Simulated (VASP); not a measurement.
A run of VASP 6.6.1 is set up as follows.

File INCAR:

```
SYSTEM = AgCl
PREC = Accurate
ENCUT = 520
EDIFF = 1E-6
ISMEAR = 1
SIGMA = 0.15
LREAL = .FALSE.
LASPH = .TRUE.
NELM = 100
ALGO = Normal
ISIF = 2
LWAVE = .FALSE.
LCHARG = .FALSE.
GGA = PS
NBANDS = 16
```

File KPOINTS:

```
regular mesh
0
G
  13 13 13
  0 0 0
```

Contents of POSCAR:

```
AgCl
1.0
    3.3307327798      0.0000000000      0.0000000000
    0.0000000000      3.3307327798      0.0000000000
    0.0000000000      0.0000000000      3.3307327798
Ag Cl
1 1
Direct
    0.0000000000      0.0000000000      0.0000000000
    0.5000000000      0.5000000000      0.5000000000
```

Potentials or basis: VASP PAW PBE potentials, release 64 (Ag, Cl).

Command:

```bash
$ cat potpaw_PBE.64/Ag/POTCAR potpaw_PBE.64/Cl/POTCAR > POTCAR
$ mpirun -np 1 vasp_std > vasp.out
```

**Question.** Predict the pressure.

**Answer.** -0.1 GPa.

**Question.** Estimate the band gap on the k mesh.

**Answer.** 0.47 eV (least direct gap 2.29 eV).

Caveat: the PAW data sets were made with another functional, which shifts forces and pressure a little; an odd mesh through Γ misses points on the zone boundary, where band edges can lie.
